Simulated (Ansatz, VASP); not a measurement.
# NaCl in VASP and in Ansatz

File POSCAR:

```
NaCl
1.0
    0.0000000000      2.6393326955      2.6393326955
    2.6393326955      0.0000000000      2.6393326955
    2.6393326955      2.6393326955      0.0000000000
Na Cl
1 1
Direct
    0.0000000000      0.0000000000      0.0000000000
    0.5000000000      0.5000000000      0.5000000000
```

Contents of INCAR.step1:

```
SYSTEM = NaCl
PREC     = Accurate       ! precision mode
ENCUT    = 520            ! plane-wave cutoff, eV
EDIFF    = 1E-5           ! SCF threshold, eV
ISMEAR   = 0              ! smearing method
SIGMA    = 0.01           ! smearing width, eV
LREAL    = .False.        ! projectors in reciprocal space
LASPH    = .True.         ! aspherical terms in the spheres
NELM     = 100            ! most SCF steps
ALGO     = Normal         ! electronic algorithm
ISIF     = 2              ! what is computed and relaxed
LWAVE    = .True.         ! write WAVECAR
NBANDS   = 14             ! bands
GGA      = PE             ! functional
```

Contents of INCAR.step2:

```
SYSTEM = NaCl
PREC     = Accurate       ! precision mode
ENCUT    = 520            ! plane-wave cutoff, eV
EDIFF    = 1E-7           ! SCF threshold, eV
ISMEAR   = 0              ! smearing method
SIGMA    = 0.01           ! smearing width, eV
LREAL    = .False.        ! projectors in reciprocal space
LASPH    = .True.         ! aspherical terms in the spheres
NELM     = 100            ! most SCF steps
ALGO     = Normal         ! electronic algorithm
ISIF     = 2              ! what is computed and relaxed
LWAVE    = .False.        ! write WAVECAR
LCHARG   = .True.         ! write CHGCAR
GGA      = PE             ! functional
LHFCALC  = .True.         ! exact exchange
HFSCREEN = 0.2079         ! screening, 1/A
PRECFOCK = Normal       
LELF     = .True.         ! ELF
LVHAR    = .True.       
NBANDS   = 14             ! bands
ISTART   = 1
```

KPOINTS

```
regular mesh
0
Gamma
  6 6 6
  0 0 0
```

Input for Ansatz:

```yaml
crystal:
  lattice:
    - [0.0, 2.6393326955, 2.6393326955]
    - [2.6393326955, 0.0, 2.6393326955]
    - [2.6393326955, 2.6393326955, 0.0]
  atoms:
    - { symbol: Na, position: [0.0, 0.0, 0.0] }
    - { symbol: Cl, position: [0.5, 0.5, 0.5] }
kpoints:
  mp_grid: { grid: [6, 6, 6] }
  band_path:
    path:
      - [0.0, 0.0, 0.0]
      - [0.5, 0.0, 0.5]
      - [0.625, 0.25, 0.625]
      - [0.375, 0.375, 0.75]
      - [0.5, 0.5, 0.5]
      - [0.5, 0.25, 0.75]
    npoints: 1
hamiltonian:
  xc: hse06
scf:
  occupations: { method: fixed }
  n_extra_bands: 4
output:
  forces: true
  stress: true
  eigenvalues: true
```

Change from the starting cell: hydrostatic strain -5.8%.

Alike in both runs: task single point; functional HSE06; k mesh 6 × 6 × 6; no spin polarisation.

|  | VASP | Ansatz |
| --- | --- | --- |
| version | VASP 6.6.1 | Ansatz 0.2.0 |
| potentials or method | VASP PAW PBE potentials, release 64 (Na_pv, Cl) | plane waves, PAW |
| plane-wave cutoff (eV) | 520 | 420 |
| occupations | gaussian, width 0.01 eV | fixed |
| valence electrons in the cell | 14 | 16 |

|  | VASP | Ansatz | Ansatz less VASP |
| --- | --- | --- | --- |
| gap on the k mesh at the Fermi level (eV) | 7.42 | 7.43 | +0.012 |
| pressure (GPa) | 8.4 | 8.3 | -0.10 |

VASP's potentials hold 14 valence electrons a cell and Ansatz's 16, so a difference there can come from the potentials and not from the codes. Ansatz's warnings: stress exchange threshold loose, stress scf threshold loose.
